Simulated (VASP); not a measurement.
## Ti3Al5: single point with PBEsol

Ti3Al5:

```xyz
8
Lattice="3.8954 0.0000 0.0000 0.0000 3.8954 0.0000 0.0000 0.0000 8.3260" Properties=species:S:1:pos:R:3 pbc="T T T"
Ti    0.0000    0.0000    4.1630
Ti    1.9477    1.9477    0.0000
Ti    1.9477    1.9477    4.1630
Al    0.0000    1.9477    2.0856
Al    0.0000    1.9477    6.2405
Al    1.9477    0.0000    2.0856
Al    1.9477    0.0000    6.2405
Al    0.0000    0.0000    0.0000
```

```yaml
Program: VASP 6.6.1
Task: single point
Functional: PBEsol
Potentials_or_basis: VASP PAW PBE potentials, release 64 (Ti_sv, Al)
Cutoff: 520 eV
k_mesh: 6 × 6 × 2
Occupations: gaussian, width 0.1 eV
Spin: no spin polarisation
Dipole_correction: no
Further_INCAR_settings: ALGO = Normal; EDIFF = 1e-07; NBANDS = 36
```

```
Pressure      : -1.1 GPa
Largest force : 0.108 eV/Å
```

Forces in eV/Å, atoms in the order of the input:
```
Ti   0.000  0.000  0.000
Ti   0.000  0.000  0.000
Ti   0.000  0.000  0.000
Al   0.000  0.000  0.108
Al   0.000  0.000 -0.108
Al   0.000  0.000  0.108
Al   0.000  0.000 -0.108
Al   0.000  0.000  0.000
```

Levels at points of the mesh, in eV from the Fermi level:
```csv
k point,band 23,band 24,band 25,band 26,band 27,band 28
"(0.00, 0.00, 0.00)",-0.93,-0.76,-0.15,0.21,0.21,0.70
"(0.50, 0.00, 0.00)",-0.43,-0.40,0.11,0.34,0.46,0.83
"(0.50, 0.50, 0.00)",-1.91,-1.45,-1.45,-0.78,-0.10,0.92
"(0.00, 0.00, 0.50)",-0.76,-0.42,-0.07,0.44,0.64,0.64
"(0.50, 0.00, 0.50)",-0.20,-0.07,-0.01,0.27,0.46,0.58
"(0.50, 0.50, 0.50)",-1.03,-1.02,-1.02,-0.75,-0.44,1.32
```

Wall time 68 s on 1 thread of AMD EPYC 9R45 96-Core Processor (Zen 5), on a shared host, peak memory 0.23 GiB.

Caveat: the k points lie up to 0.38 Å⁻¹ apart; the PAW data sets were made with another functional, which shifts forces and pressure a little.
